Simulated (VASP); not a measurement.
# TiN (Osbornite) (Fm-3m) in VASP: further runs

The runs below take TiN (Osbornite) through single point, with BLYP, revPBE.

All numbers are computed with VASP 6.6.1; they aren't measurements. Logs are shortened: lines on timing, memory, paths and dates and some standing lists are left out, and cuts for length are marked.

## (1) The cell of the first run

The structure is cubic, space group Fm-3m (No. 225). Conventional cell: a = 4.238 Å, b = 4.238 Å, c = 4.238 Å, α = 90.00°, β = 90.00°, γ = 90.00°. Within 2.8 Å of Ti (site symmetry m-3m) lie 6 N at 2.12 Å. Within 2.8 Å of N (site symmetry m-3m) lie 6 Ti at 2.12 Å.

## (2) Single point, BLYP

The input, INCAR:

```
SYSTEM = TiN
PREC     = Accurate       ! precision mode
ENCUT    = 600            ! plane-wave cutoff, eV
EDIFF    = 1E-6           ! SCF threshold, eV
ISMEAR   = -1             ! smearing method
SIGMA    = 0.1            ! smearing width, eV
LREAL    = .False.        ! projectors in reciprocal space
LASPH    = .True.         ! aspherical terms in the spheres
NELM     = 120            ! most SCF steps
ALGO     = Normal         ! electronic algorithm
ISIF     = 2              ! what is computed and relaxed
LWAVE    = .False.        ! write WAVECAR
LCHARG   = .False.        ! write CHGCAR
GGA      = B5             ! functional
ALDAX    = 1.0          
AGGAX    = 1.0          
AGGAC    = 1.0          
ALDAC    = 0.0          
NBANDS   = 16             ! bands
GGA_COMPAT= .False.
```

The input, KPOINTS:

```
regular mesh
0
Gamma
  5 5 5
  0 0 0
```

The input, POSCAR:

```
TiN
1.0
    0.0000000000      2.1190000000      2.1190000000
    2.1190000000      0.0000000000      2.1190000000
    2.1190000000      2.1190000000      0.0000000000
Ti N
1 1
Direct
    0.0000000000      0.0000000000      0.0000000000
    0.5000000000      0.5000000000      0.5000000000
```

Potentials or basis: VASP PAW PBE potentials, release 64 (Ti_sv, N).

Started as:

```bash
cat potpaw_PBE.64/Ti_sv/POTCAR potpaw_PBE.64/N/POTCAR > POTCAR
mpirun -np 1 vasp_std > vasp.out
```

OUTCAR:

```text
SYSTEM = TiN
   PREC = Accurate
   ENCUT = 600
   EDIFF = 1E-6
   ISMEAR = -1
   LREAL = .False.
   LASPH = .True.
   NELM = 120
   ISIF = 2
   GGA = B5

 ion  position               nearest neighbor table
   1  0.000  0.000  0.000-   2 2.12   2 2.12   2 2.12   2 2.12   2 2.12   2 2.12
   2  0.500  0.500  0.500-   1 2.12   1 2.12   1 2.12   1 2.12   1 2.12   1 2.12

  LATTYP: Found a face centered cubic cell.
 ALAT       =     4.2380000000

  Lattice vectors:

 A1 = (   0.0000000000,   2.1190000000,   2.1190000000)
 A2 = (   2.1190000000,   0.0000000000,   2.1190000000)
 A3 = (   2.1190000000,   2.1190000000,   0.0000000000)

Analysis of symmetry for initial positions (statically):
=====================================================================
 Subroutine PRICEL returns:
 Original cell was already a primitive cell.

 Routine SETGRP: Setting up the symmetry group for a
 face centered cubic supercell.

 Subroutine GETGRP returns: Found 48 space group operations
 (whereof 48 operations were pure point group operations)
 out of a pool of 48 trial point group operations.

The static configuration has the point symmetry O_h .

Analysis of symmetry for dynamics (positions and initial velocities):
=====================================================================
 Subroutine PRICEL returns:
 Original cell was already a primitive cell.

 Routine SETGRP: Setting up the symmetry group for a
 face centered cubic supercell.

 Subroutine GETGRP returns: Found 48 space group operations
 (whereof 48 operations were pure point group operations)
 out of a pool of 48 trial point group operations.

The dynamic configuration has the point symmetry O_h .

 Subroutine INISYM returns: Found 48 space group operations
 (whereof 48 operations are pure point group operations),
 and found     1 'primitive' translations

----------------------------------------------------------------------------------------

                                     Primitive cell

  volume of cell :      19.0293

  direct lattice vectors                    reciprocal lattice vectors
     0.000000000  2.119000000  2.119000000    -0.235960359  0.235960359  0.235960359
     2.119000000  0.000000000  2.119000000     0.235960359 -0.235960359  0.235960359
     2.119000000  2.119000000  0.000000000     0.235960359  0.235960359 -0.235960359

  length of vectors
     2.996718539  2.996718539  2.996718539     0.408695330  0.408695330  0.408695330

  position of ions in fractional coordinates (direct lattice)
[... 8 lines left out ...]
----------------------------------------------------------------------------------------

 KPOINTS: regular mesh

Automatic generation of k-mesh.
 Grid dimensions read from file:
 generate k-points for:    5    5    5

 Generating k-lattice:

  Cartesian coordinates                     Fractional coordinates (reciprocal lattice)
    -0.047192072  0.047192072  0.047192072     0.200000000  0.000000000  0.000000000
     0.047192072 -0.047192072  0.047192072     0.000000000  0.200000000  0.000000000
     0.047192072  0.047192072 -0.047192072     0.000000000  0.000000000  0.200000000

  Length of vectors
     0.081739066  0.081739066  0.081739066

  Shift w.r.t. Gamma in fractional coordinates (k-lattice)
     0.000000000  0.000000000  0.000000000

 Subroutine IBZKPT returns following result:
 ===========================================

 Found     10 irreducible k-points:

 Following reciprocal coordinates:
            Coordinates               Weight
  0.000000  0.000000  0.000000      1.000000
  0.200000  0.000000  0.000000      8.000000
  0.400000  0.000000  0.000000      8.000000
  0.200000  0.200000  0.000000      6.000000
  0.400000  0.200000  0.000000     24.000000
 -0.400000  0.200000  0.000000     24.000000
 -0.200000  0.200000  0.000000     12.000000
  0.400000  0.400000  0.000000      6.000000
 -0.400000  0.400000  0.000000     12.000000
 -0.400000  0.400000  0.200000     24.000000
   k-points           NKPTS =     10   k-points in BZ     NKDIM =     10   number of bands    NBANDS=     16
   number of dos      NEDOS =    301   number of ions     NIONS =      2
   total plane-waves  NPLWV =  13824
   dimension x,y,z NGX =    24 NGY =   24 NGZ =   24
   dimension x,y,z NGXF=    48 NGYF=   48 NGZF=   48
   ions per type =               1   1
   NGX,Y,Z   is equivalent  to a cutoff of  13.31, 13.31, 13.31 a.u.
   NGXF,Y,Z  is equivalent  to a cutoff of  26.63, 26.63, 26.63 a.u.
 SYSTEM =  TiN
   PREC   = accura    normal or accurate (medium, high low for compatibility)
   ISTART =      0    job   : 0-new  1-cont  2-samecut
   ICHARG =      2    charge: 1-file 2-atom 10-const
   ISPIN  =      1    spin polarized calculation?
   LNONCOLLINEAR =      F non collinear calculations
   LSORBIT =      F    spin-orbit coupling
   LASPH  =      T    aspherical Exc in radial PAW
   ENCUT  =  600.0 eV  44.10 Ry    6.64 a.u.   5.99  5.99  5.99*2*pi/ulx,y,z
   NELM   =    120;   NELMIN=  2; NELMDL= -5     # of ELM steps
   EDIFF  = 0.1E-05   stopping-criterion for ELM
   LREAL  =      F    real-space projection
   EDIFFG = 0.1E-04   stopping-criterion for IOM
   NSW    =      0    number of steps for IOM
   IBRION =     -1    ionic relax: 0-MD 1-quasi-New 2-CG
   NFREE  =      0    steps in history (QN), initial steepest desc. (CG)
   ISIF   =      2    stress and relaxation
   ISYM   =      2    0-nonsym 1-usesym 2-fastsym
   POTIM  = 0.5000    time-step for ionic-motion
   TEBEG  =    0.0;   TEEND  =   0.0 temperature during run
   PSTRESS=    0.0 pullay stress
   NELECT =      17.0000    total number of electrons
   NUPDOWN=      -1.0000    fix difference up-down
   EMIN   =  10.00;   EMAX   =-10.00  energy-range for DOS
   EFERMI =   0.00;   METHOD = LEGACY
   ISMEAR =    -1;   SIGMA  =   0.10  broadening in eV -4-tet -1-fermi 0-gaus
   EFERMI_NEDOS =   21; number of points for ismear=-14 and -15
   IALGO  =     38    algorithm
   IMIX   =      4    mixing-type and parameters
     AMIX     =   0.40;   BMIX     =  1.00
     AMIX_MAG =   1.60;   BMIX_MAG =  1.00
  volume/ion in A,a.u.               =       9.51        64.21
  Fermi-wavevector in a.u.,A,eV,Ry     =   1.576704  2.979539 33.824024  2.485996
  Thomas-Fermi vector in A             =   2.677497
   LORBIT       =      0    0 simple, 1 ext, 2 COOP (PROOUT), +10 PAW based schemes
   GGA     = B5    functional components
   LHFCALC =     F    Hartree Fock is set to
   AEXX    =    0.0000 exact exchange contribution
   IVDW    =     0    specifies the selected vdW correction
   LEPSILON=     F    determine dielectric tensor
   LRPA    =     F    only Hartree local field effects (RPA)
 non-spin polarized calculation
  energy-cutoff  :      600.00
  volume of cell :       19.03
 maximum number of plane-waves:       643
   NGX = 11   NGY = 11   NGZ = 11

 number of electron      17.0000001 magnetization

 Free energy of the ion-electron system (eV)
  ---------------------------------------------------
  ext. energy  EPLUGINS =         0.00000000
  ---------------------------------------------------
  free energy    TOTEN  =       -18.20009152 eV

  energy without entropy =      -18.15877790  energy(sigma->0) =      -18.17943471

 E-fermi :  11.9697     XC(G=0): -12.3857

 val. band max:       11.2789733901   @ k =   0.0000   0.0000   0.0000
 cond. band min:      12.0217167651   @ k =   0.2000   0.0000   0.0000
 fundamental gap:      0.7427433750
 Fermi energy:        11.9697346208

 k-point     1 :       0.0000    0.0000    0.0000
  band No.  band energies     occupation
      1     -45.8130      2.00000
      2     -21.9430      2.00000
      3     -21.9430      2.00000
      4     -21.9430      2.00000
      5      -5.0797      2.00000
      6       9.8254      2.00000
[... 8 lines left out ...]
     15      25.7199      0.00000
     16      31.9012      0.00000

 k-point     2 :       0.2000    0.0000    0.0000
  band No.  band energies     occupation
      1     -45.7793      2.00000
      2     -22.1713      2.00000
      3     -21.9622      2.00000
      4     -21.9622      2.00000
      5      -4.3722      2.00000
      6       7.2674      2.00000
[... 8 lines left out ...]
     15      25.4693      0.00000
     16      30.5348      0.00000

 k-point     3 :       0.4000    0.0000    0.0000
  band No.  band energies     occupation
      1     -45.7241      2.00000
      2     -22.5241      2.00000
      3     -21.9930      2.00000
      4     -21.9930      2.00000
      5      -2.9859      2.00000
      6       4.4531      2.00000
[... 8 lines left out ...]
     15      25.4996      0.00000
     16      27.3532      0.00000

 k-point     4 :       0.2000    0.2000    0.0000
  band No.  band energies     occupation
      1     -45.7682      2.00000
      2     -22.1494      2.00000
      3     -22.0135      2.00000
      4     -22.0135      2.00000
      5      -4.2799      2.00000
      6       6.4200      2.00000
[... 8 lines left out ...]
     15      26.1533      0.00000
     16      30.0426      0.00000

 k-point     5 :       0.4000    0.2000    0.0000
  band No.  band energies     occupation
      1     -45.7203      2.00000
      2     -22.3991      2.00000
      3     -22.0749      2.00000
      4     -22.0545      2.00000
      5      -3.4548      2.00000
      6       5.3308      2.00000
[... 8 lines left out ...]
     15      25.1868      0.00000
     16      26.7868      0.00000

 k-point     6 :      -0.4000    0.2000    0.0000
  band No.  band energies     occupation
      1     -45.7017      2.00000
      2     -22.4854      2.00000
      3     -22.1515      2.00000
      4     -22.0289      2.00000
      5      -2.9591      2.00000
      6       4.7640      2.00000
[... 8 lines left out ...]
     15      24.8842      0.00000
     16      25.9502      0.00000

 k-point     7 :      -0.2000    0.2000    0.0000
  band No.  band energies     occupation
      1     -45.7384      2.00000
      2     -22.3318      2.00000
      3     -22.0991      2.00000
      4     -21.9719      2.00000
      5      -3.5803      2.00000
      6       5.6030      2.00000
[... 8 lines left out ...]
     15      24.7170      0.00000
     16      27.2201      0.00000

 k-point     8 :       0.4000    0.4000    0.0000
  band No.  band energies     occupation
      1     -45.6955      2.00000
      2     -22.4301      2.00000
      3     -22.1275      2.00000
      4     -22.1275      2.00000
      5      -3.7243      2.00000
      6       5.8744      2.00000
[... 8 lines left out ...]
     15      24.7986      0.00000
     16      26.5593      0.00000

 k-point     9 :      -0.4000    0.4000    0.0000
  band No.  band energies     occupation
      1     -45.6840      2.00000
      2     -22.4118      2.00000
      3     -22.2489      2.00000
      4     -22.1119      2.00000
      5      -3.4611      2.00000
      6       6.2636      2.00000
[... 8 lines left out ...]
     15      23.8224      0.00000
     16      25.2290      0.00000

 k-point    10 :      -0.4000    0.4000    0.2000
  band No.  band energies     occupation
      1     -45.6908      2.00000
      2     -22.3879      2.00000
      3     -22.2368      2.00000
      4     -22.1096      2.00000
      5      -3.2693      2.00000
      6       5.7236      2.00000
[... 8 lines left out ...]
     15      24.5618      0.00000
     16      25.2679      0.00000

------------------------ aborting loop because EDIFF is reached ----------------------------------------

  FORCE on cell =-STRESS in cart. coord.  units (eV):
  Direction    XX          YY          ZZ          XY          YZ          ZX
  --------------------------------------------------------------------------------------
  -------------------------------------------------------------------------------------
  Total        1.3819650      1.3819650      1.3819650      0.0000000     -0.0000000      0.0000000
  in kB      116.3549229    116.3549229    116.3549229      0.0000000     -0.0000000      0.0000000
  external PRESSURE =     116.3549229 kB  Pullay stress =       0.0000000 kB

 VOLUME and BASIS-vectors are now :
 -----------------------------------------------------------------------------
  energy-cutoff  :      600.00
  volume of cell :       19.03
      direct lattice vectors                 reciprocal lattice vectors
     0.000000000  2.119000000  2.119000000    -0.235960359  0.235960359  0.235960359
     2.119000000  0.000000000  2.119000000     0.235960359 -0.235960359  0.235960359
     2.119000000  2.119000000  0.000000000     0.235960359  0.235960359 -0.235960359

 POSITION                                       TOTAL-FORCE (eV/Angst)
 -----------------------------------------------------------------------------------
      0.00000      0.00000      0.00000         0.000000      0.000000      0.000000
      2.11900      2.11900      2.11900         0.000000     -0.000000      0.000000
 -----------------------------------------------------------------------------------
    total drift:                                0.000000     -0.000000     -0.000000

  FREE ENERGIE OF THE ION-ELECTRON SYSTEM (eV)
  ---------------------------------------------------
  free  energy   TOTEN  =       -18.2000915173 eV

  energy  without entropy=      -18.1587778962  energy(sigma->0) =      -18.17943471
```

Wall time 6.5 s (1 thread of Intel Xeon 6975P-C (Granite Rapids), shared host); peak memory 0.13 GiB.

What came out:

```
Free energy : -18.2001 eV
Pressure    : 11.6 GPa
```

Caveat: the k points lie up to 0.51 Å⁻¹ apart; the PAW data sets were made with another functional, which shifts forces and pressure a little.

## (3) Single point, revPBE

The input, INCAR:

```
SYSTEM = TiN
ALGO = Normal
EDIFF = 1E-6
ENCUT = 600
GGA = RE
GGA_COMPAT = .FALSE.
ISIF = 2
ISMEAR = -1
LASPH = .TRUE.
LCHARG = .FALSE.
LREAL = .FALSE.
LWAVE = .FALSE.
NBANDS = 16
NELM = 120
PREC = Accurate
SIGMA = 0.1
```

The input, KPOINTS:

```
k-points
0
G
  5 5 5
  0 0 0
```

POSCAR is that of step 2.

Potentials or basis: VASP PAW PBE potentials, release 64 (Ti_sv, N).

Started as:

```bash
cat potpaw_PBE.64/Ti_sv/POTCAR potpaw_PBE.64/N/POTCAR > POTCAR
mpirun -np 1 vasp_std > vasp.out
```

OUTCAR:

```text
SYSTEM = TiN
   EDIFF = 1E-6
   ENCUT = 600
   GGA = RE
   ISIF = 2
   ISMEAR = -1
   LASPH = .TRUE.
   LREAL = .FALSE.
   NELM = 120
   PREC = Accurate

 ion  position               nearest neighbor table
   1  0.000  0.000  0.000-   2 2.12   2 2.12   2 2.12   2 2.12   2 2.12   2 2.12
   2  0.500  0.500  0.500-   1 2.12   1 2.12   1 2.12   1 2.12   1 2.12   1 2.12

  LATTYP: Found a face centered cubic cell.
 ALAT       =     4.2380000000

  Lattice vectors:

[... 360 lines left out ...]

  FORCE on cell =-STRESS in cart. coord.  units (eV):
  Direction    XX          YY          ZZ          XY          YZ          ZX
  --------------------------------------------------------------------------------------
  -------------------------------------------------------------------------------------
  Total        0.7406561      0.7406561      0.7406561      0.0000000     -0.0000000     -0.0000000
  in kB       62.3597426     62.3597426     62.3597426      0.0000000     -0.0000000     -0.0000000
  external PRESSURE =      62.3597426 kB  Pullay stress =       0.0000000 kB

 VOLUME and BASIS-vectors are now :
 -----------------------------------------------------------------------------
  energy-cutoff  :      600.00
  volume of cell :       19.03
      direct lattice vectors                 reciprocal lattice vectors
     0.000000000  2.119000000  2.119000000    -0.235960359  0.235960359  0.235960359
     2.119000000  0.000000000  2.119000000     0.235960359 -0.235960359  0.235960359
     2.119000000  2.119000000  0.000000000     0.235960359  0.235960359 -0.235960359

 POSITION                                       TOTAL-FORCE (eV/Angst)
 -----------------------------------------------------------------------------------
      0.00000      0.00000      0.00000        -0.000000      0.000000      0.000000
      2.11900      2.11900      2.11900         0.000000     -0.000000     -0.000000
 -----------------------------------------------------------------------------------
    total drift:                                0.000000     -0.000000     -0.000000

  FREE ENERGIE OF THE ION-ELECTRON SYSTEM (eV)
  ---------------------------------------------------
  free  energy   TOTEN  =       -18.8606998282 eV

  energy  without entropy=      -18.8189345939  energy(sigma->0) =      -18.83981721
```

Wall time 2.7 s (1 thread of Intel Xeon 6975P-C (Granite Rapids), shared host); peak memory 0.13 GiB.

Results:

```yaml
Free_energy: -18.8607 eV
Pressure: 6.2 GPa
```

Levels at points of the mesh, in eV from the Fermi level:
| k point | band 5 | band 6 | band 7 | band 8 | band 9 | band 10 | band 11 | band 12 |
| --- | --- | --- | --- | --- | --- | --- | --- | --- |
| (0.00, 0.00, 0.00) | -17.29 | -2.16 | -2.16 | -2.16 | -0.70 | -0.70 | -0.70 | 0.49 |

Caveat: the k points lie up to 0.51 Å⁻¹ apart; the PAW data sets were made with another functional, which shifts forces and pressure a little.
